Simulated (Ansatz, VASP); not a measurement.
**SiC: VASP beside Ansatz**

```xyz
4
Lattice="3.0604 0.0000 0.0000 -1.5302 2.6504 0.0000 0.0000 0.0000 5.0529" Properties=species:S:1:pos:R:3 pbc="T T T"
Si    0.0000    1.7669    0.0249
Si    1.5302    0.8835    2.5514
C     0.0000    1.7669    1.9204
C     1.5302    0.8835    4.4469
```

Change from the starting cell: film at in-plane strain -0.005.

Alike in both runs: task single point; functional PBEsol; k mesh 8 × 8 × 6; no spin polarisation.

```csv
,VASP,Ansatz
version,VASP 6.6.1,Ansatz 0.2.0
potentials or method,"VASP PAW PBE potentials, release 64 (Si, C), cutoff 520 eV","all-electron LAPW, scalar-relativistic"
occupations,"gaussian, width 0.01 eV",fixed
```

```tsv
	VASP	Ansatz	Ansatz less VASP
gap on the k mesh at the Fermi level (eV)	2.31	2.32	+0.012
pressure (GPa)	2.4	2.0	-0.42
traceless stress, the component that is largest in VASP (GPa)	-2.09	-2.05	+0.037
```

VASP's potentials were made for PBE, not for PBEsol. Ansatz ran all-electron here, and VASP with PAW potentials.
